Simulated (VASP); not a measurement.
A run of VASP 6.6.1:

The input INCAR:

```
ALGO = Normal
EDIFF = 1E-6
ENCUT = 520
GGA = PE
ISIF = 2
ISMEAR = 0
LASPH = T
LCHARG = F
LREAL = F
LWAVE = F
NBANDS = 24
NELM = 100
PREC = Accurate
SIGMA = 0.05
```

File KPOINTS:

```
k-points
0
Gamma
  8 8 12
```

Contents of POSCAR:

```
ZrC
1.0
    4.2760152369      0.0000000000      0.0000000000
    0.0000000000      4.2760152369      0.0000000000
    0.0000000000      0.0000000000      3.2783311248
Zr C
2 2
Direct
    0.5000000000      0.0000000000      0.2056815852
    0.0000000000      0.5000000000      0.7943184148
    0.0000000000      0.0000000000      0.0000000000
    0.5000000000      0.5000000000      0.0000000000
```

Potentials or basis: VASP PAW PBE potentials, release 64 (Zr_sv, C).

Run with:

```console
$ cat potpaw_PBE.64/Zr_sv/POTCAR potpaw_PBE.64/C/POTCAR > POTCAR
$ mpirun -np 1 vasp_std > vasp.out
```

Hardware: 1 thread of Intel Xeon 8259CL (shared host).

**Question.** Estimate the wall time of this run.

**Answer.** Run time: 2.1 min on 1 thread of Intel Xeon 8259CL (shared host), peak memory 0.26 GiB. Counts: scf iterations 13, k points 105.
